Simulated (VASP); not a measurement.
TiC, 2 atoms in the cell. Symmetry: Fm-3m, No. 225, cubic system. Conventional cell: a = 4.331 Å, b = 4.331 Å, c = 4.331 Å, α = 90.00°, β = 90.00°, γ = 90.00°. Within 2.9 Å of Ti (site symmetry m-3m) lie 6 C at 2.17 Å. C (site symmetry m-3m) has 6 Ti at 2.17 Å within 2.9 Å. 

| Property | Result |
| --- | --- |
| Program | VASP 6.6.1 |
| Task | single point |
| Functional | PBEsol |
| Potentials or basis | VASP PAW PBE potentials, release 64 (Ti_sv, C) |
| Cutoff | 520 eV |
| k mesh | 6 × 6 × 6 |
| Occupations | fermi-dirac, width 0.05 eV |
| Spin | no spin polarisation |
| Dipole correction | no |
| Further INCAR settings | ALGO = Normal; EDIFF = 1e-06; NBANDS = 15 |

Potentials or basis: VASP PAW PBE potentials, release 64 (Ti_sv, C).

Run with:

```bash
$ cat potpaw_PBE.64/Ti_sv/POTCAR potpaw_PBE.64/C/POTCAR > POTCAR
$ mpirun -np 1 vasp_std > vasp.out
```

Hardware: 1 thread of AMD EPYC 7R43 64-Core Processor (Zen 3), on a shared host.

Question: Estimate the wall time of this run.

Answer: Wall time 9.8 s on 1 thread of AMD EPYC 7R43 64-Core Processor (Zen 3) (shared host), peak memory 0.1 GiB. Counts: scf iterations 14, k points 16.
